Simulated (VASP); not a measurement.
# In16O23 (a cell with a defect) in VASP: single point with PBE

Aim: the single point of In16O23 (a cell with a defect) with PBE.

Program: VASP 6.6.1. These are calculated values, not measurements. Logs are shortened: lines on timing, memory, paths and dates and some standing lists are left out, and cuts for length are marked.

## Step 1: The cell of the first run

The cell holds a defect, 39 atoms: a = 7.971 Å, b = 7.971 Å, c = 7.971 Å, α = 87.00°, β = 87.00°, γ = 87.00°.

## Step 2: Single point, PBE

INCAR

```
SYSTEM = In16O23
ALGO = Normal ; EDIFF = 1E-6
ENCUT = 520 ; GGA = PE
ISIF = 2 ; ISMEAR = -1
LASPH = .True. ; LCHARG = .False.
LREAL = Auto ; LWAVE = .False.
NBANDS = 198 ; NELECT = 344.0
NELM = 100 ; PREC = Accurate
SIGMA = 0.01
```

KPOINTS

```
k-points
0
Gamma
  3 3 3
  0 0 0
```

POSCAR

```
In16O23
1.0
   -5.4870000000     -3.1679209270      4.8366666667
    5.4870000000     -3.1679209270      4.8366666667
    0.0000000000      6.3358418540      4.8366666667
In O
16 23
Direct
    0.3559033892      0.3602397340      0.3595659661
    0.8637346108      0.8577624385      0.3490456683
    0.8721537575      0.3545753595      0.8672553555
    0.3576872244      0.8605116846      0.8579872094
    0.1422375615      0.1362653892      0.1509543317
    0.6397602660      0.6440966108      0.1404340339
    0.6454246405      0.1278462425      0.6327446445
    0.1394883154      0.6423127756      0.6420127906
    0.6512560044      0.6622577849      0.6359426319
    0.1352802789      0.1392415691      0.6364458356
    0.1453848926      0.6404946194      0.1420410852
    0.6389060540      0.1434268928      0.1432528747
    0.8607584309      0.8647197211      0.8635541644
    0.3377422151      0.3487439956      0.8640573681
    0.3595053806      0.8546151074      0.3579589148
    0.8565731072      0.3610939460      0.3567471253
    0.1040658968      0.8959341032      0.7500000000
    0.1007588739      0.3960107190      0.2491382818
    0.6039892810      0.8992411261      0.2508617182
    0.7488057932      0.6032402284      0.3974030183
    0.2527130708      0.1009227545      0.3999056740
    0.2510113070      0.5976047534      0.8955221103
    0.7399446031      0.1132784813      0.8912264737
    0.4023952466      0.7489886930      0.6044778897
    0.8867215187      0.2600553969      0.6087735263
    0.8990772455      0.7472869292      0.1000943260
    0.3967597716      0.2511942068      0.1025969817
    0.3983271480      0.6016728520      0.2500000000
    0.8939359445      0.1060640555      0.2500000000
    0.8903466913      0.5957669737      0.7517328564
    0.4042330263      0.1096533087      0.7482671436
    0.2510326246      0.3967631371      0.6074857546
    0.7692558758      0.8978927228      0.5999221477
    0.7414721465      0.3990050357      0.0954894767
    0.2515841792      0.8955654775      0.1019269023
    0.6009949643      0.2585278535      0.4045105233
    0.1044345225      0.7484158208      0.3980730977
    0.1021072772      0.2307441242      0.9000778523
    0.6032368629      0.7489673754      0.8925142454
```

Potentials or basis: VASP PAW PBE potentials, release 64 (In_d, O).

The run is started by

```sh
> cat potpaw_PBE.64/In_d/POTCAR potpaw_PBE.64/O/POTCAR > POTCAR
> mpirun -np 1 vasp_std > vasp.out
```

OUTCAR:

```text
SYSTEM = In16O23
   EDIFF = 1E-6
   ENCUT = 520
   GGA = PE
   ISIF = 2
   ISMEAR = -1
   LASPH = .True.
   LREAL = Auto
   NELECT = 344.0
   NELM = 100
   PREC = Accurate

 ion  position               nearest neighbor table
   1  0.356  0.360  0.360-  28 2.11  36 2.12  32 2.13  18 2.26  21 2.27  27 2.27   5 3.13  11 3.21
                            12 3.25  10 3.25   8 3.58   6 3.61   7 3.63  15 3.94  14 3.97  16 3.98
   2  0.864  0.858  0.349-  37 2.11  29 2.11  33 2.13  26 2.21  19 2.25  20 2.28   6 3.13   9 3.17
                            11 3.20  12 3.25   5 3.48   7 3.53   8 3.60  13 3.87  15 3.95  16 3.96
   3  0.872  0.355  0.867-  38 2.06  34 2.09  30 2.10  25 2.23  23 2.24  10 3.21  12 3.26   7 3.33
                             9 3.45   5 3.53   8 3.56   6 3.63  14 3.71  16 3.90  13 3.91
   4  0.358  0.861  0.858-  35 2.11  39 2.13  31 2.17  17 2.24  24 2.25  22 2.30   8 3.16  11 3.25
                             9 3.25  10 3.27   7 3.56   6 3.58   5 3.60  14 3.89  13 3.96  15 3.98
   5  0.142  0.136  0.151-  35 2.11  29 2.11  38 2.13  21 2.21  18 2.25  27 2.28   1 3.13  14 3.17
                            15 3.20  16 3.25   2 3.48   3 3.53   4 3.60  10 3.87  11 3.95  12 3.96
   6  0.640  0.644  0.140-  28 2.11  34 2.12  39 2.13  19 2.26  26 2.27  20 2.27   2 3.13  15 3.21
                            16 3.25  13 3.25   4 3.58   1 3.61   3 3.63  11 3.94   9 3.97  12 3.98
   7  0.645  0.128  0.633-  33 2.06  36 2.09  31 2.10  23 2.23  25 2.24  13 3.21  16 3.26   3 3.33
                            14 3.45   2 3.53   4 3.56   1 3.63   9 3.71  12 3.90  10 3.91
   8  0.139  0.642  0.642-  37 2.11  32 2.13  30 2.17  17 2.24  22 2.25  24 2.30   4 3.16  15 3.25
                            14 3.25  13 3.27   3 3.56   1 3.58   2 3.60   9 3.89  10 3.96  11 3.98
   9  0.651  0.662  0.636-  20 2.08  24 2.09  33 2.14  30 2.19  39 2.20  13 3.10   2 3.17   4 3.25
                             3 3.45  15 3.53  16 3.63   7 3.71   8 3.89  14 3.94   6 3.97   6 4.01
  10  0.135  0.139  0.636-  21 2.09  17 2.12  25 2.17  38 2.26  32 2.29  31 2.36  14 3.10   3 3.21
                             1 3.25   4 3.27  13 3.54  16 3.57  15 3.60   5 3.87   7 3.91   8 3.96
  11  0.145  0.640  0.142-  18 2.13  22 2.13  26 2.13  28 2.23  35 2.24  37 2.26  15 3.12   2 3.20
                             1 3.21   4 3.25  14 3.53  16 3.59  13 3.60   6 3.94   5 3.95   8 3.98
  12  0.639  0.143  0.143-  27 2.11  19 2.11  23 2.15  34 2.24  29 2.24  36 2.32  16 3.14   1 3.25
                             2 3.25   3 3.26  13 3.57  15 3.59  14 3.63   7 3.90   5 3.96   6 3.98
  13  0.861  0.865  0.864-  26 2.09  17 2.12  23 2.17  33 2.26  39 2.29  30 2.36   9 3.10   7 3.21
                             6 3.25   8 3.27  10 3.54  12 3.57  11 3.60   2 3.87   3 3.91   4 3.96
  14  0.338  0.349  0.864-  27 2.08  22 2.09  38 2.14  31 2.19  32 2.20  10 3.10   5 3.17   8 3.25
                             7 3.45  11 3.53  12 3.63   3 3.71   4 3.89   9 3.94   1 3.97   1 4.01
  15  0.360  0.855  0.358-  19 2.13  24 2.13  21 2.13  28 2.23  37 2.24  35 2.26  11 3.12   5 3.20
                             6 3.21   8 3.25   9 3.53  12 3.59  10 3.60   1 3.94   2 3.95   4 3.98
  16  0.857  0.361  0.357-  20 2.11  18 2.11  25 2.15  36 2.24  29 2.24  34 2.32  12 3.14   6 3.25
[... 22 lines left out ...]
  38  0.102  0.231  0.900-   3 2.06   5 2.13  14 2.14  10 2.26
  39  0.603  0.749  0.893-   4 2.13   6 2.13   9 2.20  13 2.29

  LATTYP: Found a trigonal (rhomboedric) cell.
 ALAT       =     7.9709620777
 COS(alpha) =     0.0522835256

  Lattice vectors:

 A1 = (  -5.4870000000,  -3.1679209270,   4.8366666667)
 A2 = (   5.4870000000,  -3.1679209270,   4.8366666667)
 A3 = (   0.0000000000,   6.3358418540,   4.8366666667)

Analysis of symmetry for initial positions (statically):
=====================================================================
 Subroutine PRICEL returns:
 Original cell was already a primitive cell.

 Routine SETGRP: Setting up the symmetry group for a
 trigonal (rhombohedral) supercell.

 Subroutine GETGRP returns: Found  2 space group operations
 (whereof  1 operations were pure point group operations)
 out of a pool of 12 trial point group operations.

The static configuration has the point symmetry C_1 .
 The point group associated with its full space group is C_2 .

Analysis of symmetry for dynamics (positions and initial velocities):
=====================================================================
 Subroutine PRICEL returns:
 Original cell was already a primitive cell.

 Routine SETGRP: Setting up the symmetry group for a
 trigonal (rhombohedral) supercell.

 Subroutine GETGRP returns: Found  2 space group operations
 (whereof  1 operations were pure point group operations)
 out of a pool of 12 trial point group operations.

The dynamic configuration has the point symmetry C_1 .
 The point group associated with its full space group is C_2 .

 Subroutine INISYM returns: Found  2 space group operations
 (whereof  1 operations are pure point group operations),
 and found     1 'primitive' translations

----------------------------------------------------------------------------------------

                                     Primitive cell
[... 117 lines left out ...]

 Found     10 irreducible k-points:

 Following reciprocal coordinates:
            Coordinates               Weight
  0.000000  0.000000  0.000000      1.000000
  0.333333 -0.000000  0.000000      4.000000
 -0.000000 -0.000000  0.333333      2.000000
  0.333333  0.333333  0.000000      2.000000
 -0.333333  0.000000 -0.333333      4.000000
 -0.333333  0.333333  0.000000      2.000000
  0.333333 -0.000000 -0.333333      4.000000
  0.333333  0.333333  0.333333      2.000000
 -0.333333  0.333333  0.333333      4.000000
  0.333333  0.333333 -0.333333      2.000000
   k-points           NKPTS =     10   k-points in BZ     NKDIM =     10   number of bands    NBANDS=    198
   number of dos      NEDOS =    301   number of ions     NIONS =     39
   total plane-waves  NPLWV = 216000
   dimension x,y,z NGX =    60 NGY =   60 NGZ =   60
   dimension x,y,z NGXF=   120 NGYF=  120 NGZF=  120
   ions per type =              16  23
   NGX,Y,Z   is equivalent  to a cutoff of  12.51, 12.51, 12.51 a.u.
   NGXF,Y,Z  is equivalent  to a cutoff of  25.03, 25.03, 25.03 a.u.
 SYSTEM =  In16O23
   PREC   = accura    normal or accurate (medium, high low for compatibility)
   ISTART =      0    job   : 0-new  1-cont  2-samecut
   ICHARG =      2    charge: 1-file 2-atom 10-const
   ISPIN  =      1    spin polarized calculation?
   LNONCOLLINEAR =      F non collinear calculations
   LSORBIT =      F    spin-orbit coupling
   LASPH  =      T    aspherical Exc in radial PAW
   ENCUT  =  520.0 eV  38.22 Ry    6.18 a.u.  14.82 14.82 14.82*2*pi/ulx,y,z
   NELM   =    100;   NELMIN=  2; NELMDL= -5     # of ELM steps
   EDIFF  = 0.1E-05   stopping-criterion for ELM
   LREAL  =      T    real-space projection
   EDIFFG = 0.1E-04   stopping-criterion for IOM
   NSW    =      0    number of steps for IOM
   IBRION =     -1    ionic relax: 0-MD 1-quasi-New 2-CG
   NFREE  =      0    steps in history (QN), initial steepest desc. (CG)
   ISIF   =      2    stress and relaxation
   ISYM   =      2    0-nonsym 1-usesym 2-fastsym
   POTIM  = 0.5000    time-step for ionic-motion
   TEBEG  =    0.0;   TEEND  =   0.0 temperature during run
   PSTRESS=    0.0 pullay stress
   NELECT =     344.0000    total number of electrons
   NUPDOWN=      -1.0000    fix difference up-down
   EMIN   =  10.00;   EMAX   =-10.00  energy-range for DOS
   EFERMI =   0.00;   METHOD = LEGACY
   ISMEAR =    -1;   SIGMA  =   0.01  broadening in eV -4-tet -1-fermi 0-gaus
   EFERMI_NEDOS =   21; number of points for ismear=-14 and -15
   IALGO  =     38    algorithm
   IMIX   =      4    mixing-type and parameters
     AMIX     =   0.40;   BMIX     =  1.00
     AMIX_MAG =   1.60;   BMIX_MAG =  1.00
  volume/ion in A,a.u.               =      12.93        87.28
  Fermi-wavevector in a.u.,A,eV,Ry     =   1.440983  2.723062 28.251558  2.076431
  Thomas-Fermi vector in A             =   2.559666
   LORBIT       =      0    0 simple, 1 ext, 2 COOP (PROOUT), +10 PAW based schemes
   GGA     = PE    functional components
   LHFCALC =     F    Hartree Fock is set to
   AEXX    =    0.0000 exact exchange contribution
   IVDW    =     0    specifies the selected vdW correction
   LEPSILON=     F    determine dielectric tensor
   LRPA    =     F    only Hartree local field effects (RPA)
 non-spin polarized calculation
  energy-cutoff  :      520.00
  volume of cell :      504.44
 maximum number of plane-waves:     13620
   NGX = 29   NGY = 29   NGZ = 29

 number of electron     344.0000019 magnetization

 Free energy of the ion-electron system (eV)
  ---------------------------------------------------
  ext. energy  EPLUGINS =         0.00000000
  ---------------------------------------------------
  free energy    TOTEN  =      -227.24451816 eV

  energy without entropy =     -227.24451816  energy(sigma->0) =     -227.24451816

 E-fermi :   5.8370     XC(G=0): -11.0715

 val. band max:        5.5787129723   @ k =   0.0000   0.0000   0.0000
 cond. band min:       6.3012204553   @ k =   0.0000   0.0000   0.0000
 fundamental gap:      0.7225074830
 Fermi energy:         5.8369750132

 k-point     1 :       0.0000    0.0000    0.0000
  band No.  band energies     occupation
      1     -12.1165      2.00000
      2     -11.8294      2.00000
      3     -11.6779      2.00000
      4     -11.6252      2.00000
      5     -11.5526      2.00000
      6     -11.4729      2.00000
[... 1859 lines left out ...]
    183      11.3966      0.00000
    184      11.5759      0.00000
 [bands above 184 left out]

------------------------ aborting loop because EDIFF is reached ----------------------------------------

  FORCE on cell =-STRESS in cart. coord.  units (eV):
  Direction    XX          YY          ZZ          XY          YZ          ZX
  --------------------------------------------------------------------------------------
  -------------------------------------------------------------------------------------
  Total        6.5904258      6.0276393     -1.3679310      0.0000000     -0.3328355      0.0000000
  in kB       20.9323196     19.1448132     -4.3447829      0.0000000     -1.0571426      0.0000000
  external PRESSURE =      11.9107833 kB  Pullay stress =       0.0000000 kB

 VOLUME and BASIS-vectors are now :
 -----------------------------------------------------------------------------
  energy-cutoff  :      520.00
  volume of cell :      504.44
      direct lattice vectors                 reciprocal lattice vectors
    -5.487000000 -3.167920927  4.836666667    -0.091124476 -0.052610741  0.068917988
     5.487000000 -3.167920927  4.836666667     0.091124476 -0.052610741  0.068917988
     0.000000000  6.335841854  4.836666667     0.000000000  0.105221482  0.068917988

 POSITION                                       TOTAL-FORCE (eV/Angst)
 -----------------------------------------------------------------------------------
      0.02379      0.00947      5.20285        -0.016408     -0.003405     -0.020162
     -0.03277     -3.24207     10.01452         0.016560      0.015248     -0.019786
     -2.83995      1.60861     10.12790         0.020824      0.011319     -0.005946
      2.75900      1.57691     10.04182        -0.008023      0.005131     -0.029792
     -0.03277      0.07415      2.07714         0.016560     -0.015248      0.019786
      0.02379     -3.17739      6.88882        -0.016408      0.003405      0.020162
[... 31 lines left out ...]
      0.70583      4.64830      5.96327        -0.015465      0.004302     -0.016931
      0.79962      1.37115     10.85696        -0.009920     -0.001617      0.003696
 -----------------------------------------------------------------------------------
    total drift:                               -0.071271     -0.000000     -0.000000

  FREE ENERGIE OF THE ION-ELECTRON SYSTEM (eV)
  ---------------------------------------------------
  free  energy   TOTEN  =      -227.2445181645 eV

  energy  without entropy=     -227.2445181645  energy(sigma->0) =     -227.24451816
```

It took 50 min on 1 thread of Intel Xeon Platinum 8259CL at 2.50GHz (Skylake/Cascade Lake), shared host; peak memory 0.86 GiB.

What came out:

```
Free energy   : -227.2445 eV
Largest force : 0.033 eV/Å
```

Forces in eV/Å, atoms in the order of the input:
```
In  -0.016 -0.003 -0.020
In   0.017  0.015 -0.020
In   0.021  0.011 -0.006
In  -0.008  0.005 -0.030
In   0.017 -0.015  0.020
In  -0.016  0.003  0.020
In   0.021 -0.011  0.006
In  -0.008 -0.005  0.030
In  -0.011  0.021 -0.011
In  -0.008  0.014  0.029
In   0.012 -0.001  0.009
In  -0.012 -0.001  0.004
In  -0.008 -0.014 -0.029
In  -0.011 -0.021  0.011
In   0.012  0.001 -0.009
In  -0.012  0.001 -0.004
O   -0.015  0.000  0.000
O   -0.014 -0.002  0.004
O   -0.014  0.002 -0.004
O    0.000 -0.013 -0.013
O   -0.001 -0.013  0.004
O    0.005 -0.021  0.009
O    0.015 -0.009 -0.004
O    0.005  0.021 -0.009
O    0.015  0.009  0.004
O   -0.001  0.013 -0.004
O    0.000  0.013  0.013
O    0.017  0.000  0.000
O    0.017  0.000  0.000
O    0.013 -0.001  0.008
O    0.013  0.001 -0.008
O   -0.010  0.002 -0.004
O   -0.015 -0.004  0.017
O    0.005  0.013  0.001
O   -0.001  0.010  0.000
O    0.005 -0.013 -0.001
O   -0.001 -0.010  0.000
O   -0.015  0.004 -0.017
O   -0.010 -0.002  0.004
```

Caveat: the cell carries a net charge on a neutralising background, which shifts energy and pressure; the cell is charged against a uniform background, so pressure and absolute levels hang on convention; spin-orbit coupling is left out, which moves the levels of the heavy elements.
